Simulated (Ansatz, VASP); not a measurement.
# TaAl4 in VASP and in Ansatz

File INCAR:

```
ALGO     = Normal         # electronic algorithm
EDIFF    = 1E-6           # SCF threshold, eV
EDIFFG   = -0.01          # ionic threshold
ENCUT    = 600            # plane-wave cutoff, eV
GGA      = PE             # functional
IBRION   = 2              # ionic algorithm
ISIF     = 3              # what is computed and relaxed
ISMEAR   = 0              # smearing method
LASPH    = True           # aspherical terms in the spheres
LCHARG   = False          # write CHGCAR
LREAL    = False          # projectors in reciprocal space
LWAVE    = False          # write WAVECAR
NELM     = 80             # most SCF steps
NSW      = 100            # ionic steps
PREC     = Accurate       # precision mode
SIGMA    = 0.1            # smearing width, eV
```

The input KPOINTS:

```
k-points
0
Gamma
  8 8 8
```

File POSCAR:

```
TaAl4
1.0
    4.6788466524      0.0000000000      0.0000000000
    0.0000000000      4.6788466524      0.0000000000
    0.0000000000      0.0000000000      4.6788466524
Ta Al
1 4
Direct
    0.5000000000      0.5000000000      0.5000000000
    0.5000000000      0.0000000000      0.0000000000
    0.0000000000      0.5000000000      0.0000000000
    0.0000000000      0.0000000000      0.5000000000
    0.0000000000      0.0000000000      0.0000000000
```

Input for Ansatz:

```yaml
crystal:
  lattice:
    - [4.6788466524, 0.0, 0.0]
    - [0.0, 4.6788466524, 0.0]
    - [0.0, 0.0, 4.6788466524]
  atoms:
    - { symbol: Ta, position: [0.5, 0.5, 0.5] }
    - { symbol: Al, position: [0.5, 0.0, 0.0] }
    - { symbol: Al, position: [0.0, 0.5, 0.0] }
    - { symbol: Al, position: [0.0, 0.0, 0.5] }
    - { symbol: Al, position: [0.0, 0.0, 0.0] }
basis:
  ecutwfc: 420
kpoints:
  mp_grid: { grid: [8, 8, 8] }
hamiltonian:
  xc: pbe
scf:
  occupations: { method: gaussian, width: 0.1 }
output:
  forces: true
  stress: true
  eigenvalues: true
relax:
  adjacent_minimum: "off"
  f_tol: 0.01
  max_steps: 80
  cell: { stress_tol: 0.05 }
```

Alike in both runs: task relaxation of cell and atoms; functional PBE; k mesh 8 × 8 × 8; occupations gaussian, width 0.1 eV; no spin polarisation.

```csv
,VASP,Ansatz
version,VASP 6.6.1,Ansatz 0.2.0
potentials or method,"VASP PAW PBE potentials, release 64 (Ta_pv, Al), cutoff 600 eV","scalar-relativistic, plane waves, PAW"
valence electrons in the cell,23,25
```

```tsv
	VASP	Ansatz	Ansatz less VASP
gap on the k mesh at the Fermi level, each at its own relaxed structure (eV)	none	none	-
relaxed volume (Å³/atom)	20.75	20.73	-0.014
relaxed cell length with the largest relative difference (Å)	4.699	4.698	-0.0010
```

A gap of «none» marks a metal or a gap that the smearing closes. VASP's potentials hold 23 valence electrons a cell and Ansatz's 25, so a difference there can come from the potentials and not from the codes.

Spin-orbit coupling is off throughout.
